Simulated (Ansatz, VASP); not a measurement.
# Zr: VASP beside Ansatz

```
CELL_PARAMETERS angstrom
3.23200 0.00000 0.00000
-1.61600 2.79899 0.00000
0.00000 0.00000 5.30141
ATOMIC_POSITIONS crystal
Zr 0.33333 0.66667 0.25000
Zr 0.66667 0.33333 0.75000
```

Change from the starting cell: zz strain of +3 %, crystal datasets.

Alike in both runs: task electric field gradients; functional PBE; k mesh 13 × 13 × 7; occupations fermi-dirac, width 0.08 eV; no spin polarisation.

|  | VASP | Ansatz |
| --- | --- | --- |
| version | VASP 6.6.1 | Ansatz 0.2.0 |
| potentials or method | VASP PAW PBE potentials, release 64 (Zr_sv), cutoff 520 eV | all-electron PAW with datasets made for the crystal, scalar-relativistic |

Ansatz gave:

```
pressure (GPa)                                                : -2.3
traceless stress, the component that is largest in VASP (GPa) : -1.35
size of Vzz on the site where it differs most (V/Å²)          : 25.3
```

Problem. What did VASP give for the same quantities?

Solution. Pressure (GPa): -2.3; traceless stress, the component that is largest in VASP (GPa): -1.36; size of Vzz on the site where it differs most (V/Å²): 24.0.

Ansatz ran all-electron here, and VASP with PAW potentials.
